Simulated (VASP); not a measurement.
Runs of VASP 6.6.1 on Ba. The structure is that of space group Im-3m (No. 229), or close to it. The cells are those of the table. 

```tsv
level	potentials or basis	spin	fixed moment (μB)	cell	k mesh	smearing	gap on the mesh (eV)	pressure (GPa)	moment (μB)
PBE	VASP PAW PBE potentials, release 64 (Ba_sv)	off	-	a = 4.195 Å, angles 109.5°, 1 atom	8 × 8 × 8	tetrahedron	none	1.2	-
r2SCAN	VASP PAW PBE potentials, release 64 (Ba_sv)	off	-	a = 4.399 Å, angles 109.5°, 1 atom	8 × 8 × 8	fermi-dirac 0.05 eV	none	-0.1	-
PBEsol	VASP PAW PBE potentials, release 64 (Ba_sv)	non-collinear, zero start, SOC	-	a = 4.341 Å, angles 109.5°, 1 atom	8 × 8 × 8	fermi-dirac 0.05 eV	-	-0.7	(b)
r2SCAN	VASP PAW PBE potentials, release 64 (Ba_sv)	off	-	a = 4.427 Å, angles 109.5°, 1 atom	8 × 8 × 8	fermi-dirac 0.05 eV	none	(a)	-
PBE	VASP PAW PBE potentials, release 64 (Ba_sv)	off	-	a = 4.367 Å, angles 109.5°, 1 atom	8 × 8 × 8	tetrahedron	none	0.0	-
PBE	VASP PAW PBE potentials, release 64 (Ba_sv)	off	-	a = 4.283 Å, angles 109.5°, 1 atom	5 × 5 × 5	fermi-dirac 0.02 eV	none	0.3	-
PBEsol+D3(BJ)	VASP PAW PBE potentials, release 64 (Ba_sv)	collinear	2.0	a = 4.283 Å, angles 109.5°, 1 atom	8 × 8 × 8	fermi-dirac 0.05 eV	-	(c)	2.00
LDA	VASP PAW LDA potentials, release 64 (Ba_sv)	off	-	a = 4.253 Å, angles 109.5°, 1 atom	8 × 8 × 8	fermi-dirac 0.05 eV	none	-0.8	-
r2SCAN	VASP PAW PBE potentials, release 64 (Ba_sv)	off	-	a = 4.341 Å, angles 109.5°, 1 atom	8 × 8 × 8	fermi-dirac 0.05 eV	none	0.3	-
PBE	VASP PAW PBE potentials, release 64 (Ba_sv)	off	-	a = 4.225 Å, angles 109.5°, 1 atom	8 × 8 × 8	tetrahedron	none	0.9	-
r2SCAN	VASP PAW PBE potentials, release 64 (Ba_sv)	off	-	a = 4.312 Å, angles 109.5°, 1 atom	8 × 8 × 8	fermi-dirac 0.05 eV	none	0.5	-
```

**Question.** Estimate the missing entries.

**Answer.** (a) -0.2; (b) 0.00; (c) -1.0.

Caveats: spin-orbit coupling is left out, which moves the levels of the heavy elements (at least some runs); the PAW data sets were made with another functional, which shifts forces and pressure a little (at least some runs); tetrahedron occupations give inexact forces and stress in metals (at least some runs); the total moment is fixed, so each spin has its own Fermi level (at least some runs).

A k mesh can miss the band edges, and rows without SOC leave out spin-orbit coupling on Ba.

A gap of «none» marks levels without a gap at the run's occupations.
